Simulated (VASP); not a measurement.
TiO2: single point with PBE+U

The system is TiO2.

```
CELL_PARAMETERS angstrom
4.64038 0.00000 0.00000
0.00000 4.64038 0.00000
0.00000 0.00000 3.00638
ATOMIC_POSITIONS crystal
Ti 0.00000 0.00000 0.95553
Ti 0.50000 0.50000 0.45553
O 0.30565 0.30565 0.06653
O 0.19435 0.80565 0.56653
O 0.69435 0.69435 0.06653
O 0.80565 0.19435 0.56653
```

This cell differs from its parent crystal: atoms displaced along a vibrational mode.

* Program: VASP 6.6.1
* Task: single point
* Functional: PBE
* Potentials or basis: VASP PAW PBE potentials, release 64 (Ti_sv, O)
* Cutoff: 520 eV
* k mesh: 6 × 6 × 10
* Occupations: gaussian, width 0.05 eV
* Spin: no spin polarisation
* Hubbard terms: Ti d U = 4.0 eV

| Item | Value |
| --- | --- |
| Pressure | 20.6 GPa |
| Largest force | 4.418 eV/Å |
| Band gap on the k mesh | 3.27 eV (least direct gap 3.61 eV) |

Forces on the atoms (eV/Å):
```
Ti   0.000  0.000  4.418
Ti   0.000  0.000  4.418
O   -1.507 -1.507 -2.209
O    1.507 -1.507 -2.209
O    1.507  1.507 -2.209
O   -1.507  1.507 -2.209
```

Stress tensor (GPa, compression positive):
```
17.99  0.00  0.00
 0.00 17.99  0.00
 0.00  0.00 25.85
```

Levels at points of the mesh, in eV from the valence-band top:
| k point | band 21 | band 22 | band 23 | band 24 | band 25 | band 26 | band 27 | band 28 |
| --- | --- | --- | --- | --- | --- | --- | --- | --- |
| (0.00, 0.00, 0.00) | -1.47 | -0.76 | -0.76 | 0.00 | 3.88 | 4.27 | 4.31 | 4.50 |
| (0.50, 0.00, 0.00) | -1.22 | -1.22 | -0.68 | -0.68 | 3.48 | 3.48 | 4.86 | 4.86 |
| (0.50, 0.50, 0.00) | -1.82 | -1.82 | -1.23 | -1.23 | 4.27 | 4.27 | 4.38 | 4.38 |
| (0.00, 0.00, 0.50) | -2.12 | -2.12 | -1.08 | -1.08 | 4.40 | 4.40 | 4.67 | 4.67 |
| (0.50, 0.00, 0.50) | -1.49 | -1.49 | -1.01 | -1.01 | 3.51 | 3.51 | 4.62 | 4.62 |
| (0.50, 0.50, 0.50) | -1.56 | -0.71 | -0.34 | -0.34 | 3.27 | 4.33 | 4.42 | 4.42 |

Eigenvalues of the final occupation matrices:
| site | spin | trace | eigenvalues |
| --- | --- | --- | --- |
| site 1 d | 1 | 0.91 | 0.12 0.12 0.13 0.23 0.31 |
| site 1 d | 2 | 0.91 | 0.12 0.12 0.13 0.23 0.31 |
| site 2 d | 1 | 0.91 | 0.12 0.12 0.13 0.23 0.31 |
| site 2 d | 2 | 0.91 | 0.12 0.12 0.13 0.23 0.31 |

It took 95 s on 1 thread of Intel(R) Xeon(R) Platinum 8488C (Sapphire Rapids), on a shared host, peak memory 0.23 GiB.

Caveat: the cell differs from its parent crystal (atoms displaced along a vibrational mode); the stress differs along the axes, from 18 to 26 GPa; forces of over 1 eV/Å act on the atoms, so gaps and moduli don't describe the material at rest. A k mesh can miss the band edges.
